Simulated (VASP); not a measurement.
# BaTiO3 (R3m) in VASP: further runs

The runs below take BaTiO3 through relaxation of cell and atoms, single point, with r2SCAN, PBEsol.

Program: VASP 6.6.1. These are calculated values, not measurements. Logs are shortened: lines on timing, memory, paths and dates and some standing lists are left out, and cuts for length are marked.

## Step 1: The cell of the first run

It takes space group R3m (No. 160, trigonal). Conventional cell: a = 5.655 Å, b = 5.655 Å, c = 6.955 Å, α = 90.00°, β = 90.00°, γ = 120.00°. Ba (site symmetry 3m) has 12 O at 2.79 to 2.89 Å and 8 Ti at 3.37 to 3.59 Å within 3.7 Å. Within 2.5 Å of Ti (site symmetry 3m) lie 6 O at 1.87 to 2.14 Å. O (site symmetry m) has 2 Ti at 1.87 to 2.14 Å within 2.5 Å.

## Step 2: Relaxation of cell and atoms, r2SCAN

Contents of POSCAR:

```
BaTiO3
1.0
    2.8273666084      1.6323808724      2.3183934932
   -2.8273666084      1.6323808724      2.3183934932
    0.0000000000     -3.2647617449      2.3183934932
Ba Ti O
1 1 3
Direct
    0.0000000000      0.0000000000      0.0000000000
    0.4845000000      0.4845000000      0.4845000000
    0.5086000000      0.0175000000      0.5086000000
    0.0175000000      0.5086000000      0.5086000000
    0.5086000000      0.5086000000      0.0175000000
```

Contents of INCAR.step1:

```
SYSTEM = BaTiO3
  ALGO = Normal
  EDIFF = 1E-4
  ENCUT = 600
  GGA = PE
  ISMEAR = -1
  LASPH = .True.
  LCHARG = .False.
  LREAL = .False.
  LWAVE = .True.
  NELM = 60
  PREC = Accurate
  SIGMA = 0.05
```

Contents of INCAR.step2:

```
SYSTEM = BaTiO3
  ALGO = Normal
  EDIFF = 1E-7
  EDIFFG = -0.01
  ENCUT = 600
  IBRION = 2
  ISIF = 3
  ISMEAR = -1
  ISTART = 1
  LASPH = .True.
  LCHARG = .False.
  LMIXTAU = .True.
  LREAL = .False.
  LWAVE = .False.
  METAGGA = R2SCAN
  NELM = 60
  NSW = 60
  PREC = Accurate
  SIGMA = 0.05
```

Contents of KPOINTS:

```
k-points
0
Gamma
  7 7 7
  0 0 0
```

Potentials or basis: VASP PAW PBE potentials, release 64 (Ba_sv, Ti_sv, O).

Launch:

```
> cat potpaw_PBE.64/Ba_sv/POTCAR potpaw_PBE.64/Ti_sv/POTCAR potpaw_PBE.64/O/POTCAR > POTCAR
> cp INCAR.step1 INCAR
> mpirun -np 1 vasp_std > vasp.out
> cp INCAR.step2 INCAR
> mpirun -np 1 vasp_std > vasp.out
```

OUTCAR:

```text
SYSTEM = BaTiO3
   EDIFF = 1E-7
   EDIFFG = -0.01
   ENCUT = 600
   IBRION = 2
   ISIF = 3
   ISMEAR = -1
   ISTART = 1
   LASPH = .True.
   LREAL = .False.
   METAGGA = R2SCAN
   NELM = 60
   NSW = 60
   PREC = Accurate

 ion  position               nearest neighbor table
   1  0.000  0.000  0.000-   5 2.79   4 2.79   3 2.79   4 2.83   3 2.83   4 2.83   3 2.83   5 2.83
                             5 2.83   5 2.89   4 2.89   3 2.89   2 3.37   2 3.43   2 3.43   2 3.43
   2  0.484  0.484  0.484-   3 1.87   4 1.87   5 1.87   3 2.14   4 2.14   5 2.14   1 3.37   1 3.43
                             1 3.43   1 3.43   1 3.50   1 3.50   1 3.50   1 3.59
   3  0.509  0.017  0.509-   2 1.87   2 2.14   1 2.79   1 2.83   1 2.83   1 2.89
   4  0.017  0.509  0.509-   2 1.87   2 2.14   1 2.79   1 2.83   1 2.83   1 2.89
   5  0.509  0.509  0.017-   2 1.87   2 2.14   1 2.79   1 2.83   1 2.83   1 2.89

  LATTYP: Found a trigonal (rhomboedric) cell.
 ALAT       =     4.0042000000
 COS(alpha) =     0.0028448828

  Lattice vectors:

 A1 = (   2.8273666084,   1.6323808724,   2.3183934932)
 A2 = (  -2.8273666084,   1.6323808724,   2.3183934932)
 A3 = (   0.0000000000,  -3.2647617449,   2.3183934932)

Analysis of symmetry for initial positions (statically):
=====================================================================
 Subroutine PRICEL returns:
 Original cell was already a primitive cell.

 Routine SETGRP: Setting up the symmetry group for a
 trigonal (rhombohedral) supercell.

 Subroutine GETGRP returns: Found  6 space group operations
 (whereof  6 operations were pure point group operations)
 out of a pool of 12 trial point group operations.

The static configuration has the point symmetry C_3v.

Analysis of symmetry for dynamics (positions and initial velocities):
=====================================================================
 Subroutine PRICEL returns:
 Original cell was already a primitive cell.

 Routine SETGRP: Setting up the symmetry group for a
 trigonal (rhombohedral) supercell.

 Subroutine GETGRP returns: Found  6 space group operations
 (whereof  6 operations were pure point group operations)
 out of a pool of 12 trial point group operations.

The dynamic configuration has the point symmetry C_3v.

 Subroutine INISYM returns: Found  6 space group operations
 (whereof  6 operations are pure point group operations),
 and found     1 'primitive' translations

----------------------------------------------------------------------------------------

                                     Primitive cell

  volume of cell :      64.2010

  direct lattice vectors                    reciprocal lattice vectors
     2.827366608  1.632380872  2.318393493     0.176843002  0.102100355  0.143777721
    -2.827366608  1.632380872  2.318393493    -0.176843002  0.102100355  0.143777721
     0.000000000 -3.264761745  2.318393493     0.000000000 -0.204200710  0.143777721

  length of vectors
     4.004200000  4.004200000  4.004200000     0.249739791  0.249739791  0.249739791

  position of ions in fractional coordinates (direct lattice)
     0.000000000  0.000000000  0.000000000
     0.484500000  0.484500000  0.484500000
     0.508600000  0.017500000  0.508600000
     0.017500000  0.508600000  0.508600000
     0.508600000  0.508600000  0.017500000

  ion indices of the primitive-cell ions
   primitive index   ion index
                 1           1
                 2           2
                 3           3
                 4           4
                 5           5

----------------------------------------------------------------------------------------

 KPOINTS: k-points

Automatic generation of k-mesh.
 Grid dimensions read from file:
 generate k-points for:    7    7    7

 Generating k-lattice:

  Cartesian coordinates                     Fractional coordinates (reciprocal lattice)
     0.025263286  0.014585765  0.020539674     0.142857143  0.000000000  0.000000000
    -0.025263286  0.014585765  0.020539674     0.000000000  0.142857143  0.000000000
     0.000000000 -0.029171530  0.020539674     0.000000000  0.000000000  0.142857143

  Length of vectors
     0.035677113  0.035677113  0.035677113

  Shift w.r.t. Gamma in fractional coordinates (k-lattice)
     0.000000000  0.000000000  0.000000000

 Subroutine IBZKPT returns following result:
 ===========================================

 Found     44 irreducible k-points:

 Following reciprocal coordinates:
            Coordinates               Weight
  0.000000  0.000000  0.000000      1.000000
  0.142857  0.000000  0.000000      6.000000
  0.285714  0.000000  0.000000      6.000000
  0.428571  0.000000  0.000000      6.000000
  0.142857  0.142857  0.000000      6.000000
  0.285714  0.142857  0.000000     12.000000
[... 16 lines left out ...]
  0.285714  0.285714  0.142857      6.000000
  0.428571  0.285714  0.142857     12.000000
 [... further k-points ...]
   k-points           NKPTS =     44   k-points in BZ     NKDIM =     44   number of bands    NBANDS=     24
   number of dos      NEDOS =    301   number of ions     NIONS =      5
   total plane-waves  NPLWV =  32768
   dimension x,y,z NGX =    32 NGY =   32 NGZ =   32
   dimension x,y,z NGXF=    64 NGYF=   64 NGZF=   64
   ions per type =               1   1   3
   NGX,Y,Z   is equivalent  to a cutoff of  13.29, 13.29, 13.29 a.u.
   NGXF,Y,Z  is equivalent  to a cutoff of  26.57, 26.57, 26.57 a.u.
 SYSTEM =  BaTiO3
   PREC   = accura    normal or accurate (medium, high low for compatibility)
   ISTART =      1    job   : 0-new  1-cont  2-samecut
   ICHARG =      0    charge: 1-file 2-atom 10-const
   ISPIN  =      1    spin polarized calculation?
   LNONCOLLINEAR =      F non collinear calculations
   LSORBIT =      F    spin-orbit coupling
   LASPH  =      T    aspherical Exc in radial PAW
   ENCUT  =  600.0 eV  44.10 Ry    6.64 a.u.   8.00  8.00  8.00*2*pi/ulx,y,z
   NELM   =     60;   NELMIN=  2; NELMDL=  0     # of ELM steps
   EDIFF  = 0.1E-06   stopping-criterion for ELM
   LREAL  =      F    real-space projection
   EDIFFG = -.1E-01   stopping-criterion for IOM
   NSW    =     60    number of steps for IOM
   IBRION =      2    ionic relax: 0-MD 1-quasi-New 2-CG
   NFREE  =      1    steps in history (QN), initial steepest desc. (CG)
   ISIF   =      3    stress and relaxation
   ISYM   =      2    0-nonsym 1-usesym 2-fastsym
   POTIM  = 0.5000    time-step for ionic-motion
   TEBEG  =    0.0;   TEEND  =   0.0 temperature during run
   PSTRESS=    0.0 pullay stress
   NELECT =      40.0000    total number of electrons
   NUPDOWN=      -1.0000    fix difference up-down
   EMIN   =  10.00;   EMAX   =-10.00  energy-range for DOS
   EFERMI =   0.00;   METHOD = LEGACY
   ISMEAR =    -1;   SIGMA  =   0.05  broadening in eV -4-tet -1-fermi 0-gaus
   EFERMI_NEDOS =   21; number of points for ismear=-14 and -15
   IALGO  =     38    algorithm
   IMIX   =      4    mixing-type and parameters
     AMIX     =   0.40;   BMIX     =  1.00
     AMIX_MAG =   1.60;   BMIX_MAG =  1.00
  volume/ion in A,a.u.               =      12.84        86.65
  Fermi-wavevector in a.u.,A,eV,Ry     =   1.398237  2.642285 26.600301  1.955067
  Thomas-Fermi vector in A             =   2.521415
   LORBIT       =      0    0 simple, 1 ext, 2 COOP (PROOUT), +10 PAW based schemes
   METAGGA = R2SCAN    functional components
   LHFCALC =     F    Hartree Fock is set to
   AEXX    =    0.0000 exact exchange contribution
   IVDW    =     0    specifies the selected vdW correction
   LEPSILON=     F    determine dielectric tensor
   LRPA    =     F    only Hartree local field effects (RPA)
 conjugate gradient relaxation of ions
 non-spin polarized calculation
  energy-cutoff  :      600.00
  volume of cell :       64.20
 maximum number of plane-waves:      2170
   NGX = 15   NGY = 15   NGZ = 15

--------------------------------------- Ionic step        1  -------------------------------------------

 number of electron      39.9999996 magnetization

 Free energy of the ion-electron system (eV)
  ---------------------------------------------------
  ext. energy  EPLUGINS =         0.00000000
  ---------------------------------------------------
  free energy    TOTEN  =       -74.26228661 eV

  energy without entropy =      -74.26228661  energy(sigma->0) =      -74.26228661

------------------------ aborting loop because EDIFF is reached ----------------------------------------

  FORCE on cell =-STRESS in cart. coord.  units (eV):
  Direction    XX          YY          ZZ          XY          YZ          ZX
  --------------------------------------------------------------------------------------
  -------------------------------------------------------------------------------------
  Total        1.5359962      1.5359962      1.4610404      0.0000000     -0.0000000      0.0000000
  in kB       38.3317550     38.3317550     36.4611848      0.0000000     -0.0000000      0.0000000
  external PRESSURE =      37.7082316 kB  Pullay stress =       0.0000000 kB
[... 98 lines left out ...]
  FREE ENERGIE OF THE ION-ELECTRON SYSTEM (eV)
  ---------------------------------------------------
  free  energy   TOTEN  =       -74.2777929701 eV

  energy  without entropy=      -74.2777929701  energy(sigma->0) =      -74.27779297

[... ionic steps 4 to 8 ...]

--------------------------------------- Ionic step        9  -------------------------------------------

 number of electron      39.9999998 magnetization

------------------------ aborting loop because EDIFF is reached ----------------------------------------

  FORCE on cell =-STRESS in cart. coord.  units (eV):
  Direction    XX          YY          ZZ          XY          YZ          ZX
  --------------------------------------------------------------------------------------
  -------------------------------------------------------------------------------------
  Total        0.0690734      0.0690734      0.1154248     -0.0000000     -0.0000000     -0.0000000
  in kB        1.6865222      1.6865222      2.8182553     -0.0000000     -0.0000000     -0.0000000
  external PRESSURE =       2.0637666 kB  Pullay stress =       0.0000000 kB
[... 63 lines left out ...]
  energy  without entropy=      -74.2792787056  energy(sigma->0) =      -74.27927871

--------------------------------------- Ionic step       11  -------------------------------------------

 number of electron      39.9999998 magnetization

 Free energy of the ion-electron system (eV)
  ---------------------------------------------------
  ext. energy  EPLUGINS =         0.00000000
  ---------------------------------------------------
  free energy    TOTEN  =       -74.27929406 eV

  energy without entropy =      -74.27929406  energy(sigma->0) =      -74.27929406

 E-fermi :   4.4371     XC(G=0): -11.7616

 val. band max:        3.2243672772   @ k =   0.4286   0.4286   0.4286
 cond. band min:       6.0468556349   @ k =   0.0000   0.0000   0.0000
 fundamental gap:      2.8224883578
 Fermi energy:         4.4371266829

 k-point     1 :       0.0000    0.0000    0.0000
  band No.  band energies     occupation
      1     -55.3023      2.00000
      2     -30.4946      2.00000
      3     -30.4940      2.00000
      4     -30.4940      2.00000
      5     -22.2324      2.00000
      6     -14.4592      2.00000
[... 637 lines left out ...]
     23       7.5361      0.00000
     24       9.0632      0.00000

 [... further k-points ...]
[... 5 lines left out ...]
  --------------------------------------------------------------------------------------
  -------------------------------------------------------------------------------------
  Total        0.0048260      0.0048260     -0.0034635     -0.0000000      0.0000000      0.0000000
  in kB        0.1177214      0.1177214     -0.0844855     -0.0000000      0.0000000      0.0000000
  external PRESSURE =       0.0503191 kB  Pullay stress =       0.0000000 kB
[... 20 lines left out ...]
  FREE ENERGIE OF THE ION-ELECTRON SYSTEM (eV)
  ---------------------------------------------------
  free  energy   TOTEN  =       -74.2792940599 eV

  energy  without entropy=      -74.2792940599  energy(sigma->0) =      -74.27929406

 reached required accuracy - stopping structural energy minimisation
```

Wall time 11 min (1 thread of Intel Xeon 6975P-C (Granite Rapids), shared host); peak memory 0.26 GiB.

Results:

```
Free energy                            : -74.2793 eV
Relaxed volume                         : 13.14 Å³/atom
Relaxed cell                           : a = 4.035 Å, b = 4.035 Å, c = 4.035 Å, α = 89.81°, β = 89.81°, γ = 89.81°
Space group after relaxing (to 0.05 Å) : R3m (No. 160)
Energy gained by relaxing              : 3.4 meV/atom
Ionic steps                            : 11
Pressure after relaxing                : 0.0 GPa
Band gap on the k mesh                 : 2.82 eV, indirect (least direct gap 3.21 eV)
```

Step by step:
| step | energy change (eV) | largest force (eV/Å) | pressure (GPa) | volume (Å³) |
| --- | --- | --- | --- | --- |
| 1 | 0.0000 | 0.2555 | 3.77 | 64.20 |
| 2 | 0.0091 | 0.3075 | -4.27 | 67.05 |
| 3 | -0.0155 | 0.0906 | 0.03 | 65.44 |
| 4 | -0.0155 | 0.0910 | 0.10 | 65.41 |
| 5 | -0.0162 | 0.0625 | 0.08 | 65.48 |
| 6 | -0.0167 | 0.0406 | 0.07 | 65.58 |
| 7 | -0.0169 | 0.0303 | -0.07 | 65.66 |
| 8 | -0.0169 | 0.0242 | -0.15 | 65.70 |
| 9 | -0.0169 | 0.0241 | 0.21 | 65.62 |
| 10 | -0.0170 | 0.0009 | 0.04 | 65.66 |
| 11 | -0.0170 | 0.0010 | 0.01 | 65.68 |

Final structure:
```xyz
5
Lattice="2.8484 1.6445 2.3370 -2.8484 1.6445 2.3370 0.0000 -3.2890 2.3370" Properties=species:S:1:pos:R:3 pbc="T T T"
Ba    0.0000    0.0000    6.9938
Ti    0.0000    0.0000    3.3952
O     1.3972   -0.8067    2.4244
O    -1.3972   -0.8067    2.4244
O     0.0000    1.6134    2.4244
```

Levels at points of the mesh, in eV from the valence-band top:
| k point | band 16 | band 17 | band 18 | band 19 | band 20 | band 21 | band 22 | band 23 | band 24 |
| --- | --- | --- | --- | --- | --- | --- | --- | --- | --- |
| (0.00, 0.00, 0.00) | -1.26 | -1.00 | -0.50 | -0.39 | -0.39 | 2.82 | 2.82 | 2.95 | 4.74 |

Caveat: the PAW data sets were made with another functional, which shifts forces and pressure a little; spin-orbit coupling is left out, which moves the levels of the heavy elements. r2SCAN opens gaps a little over a GGA but as a rule still falls short of measured ones.

[end of part 1 of 2]
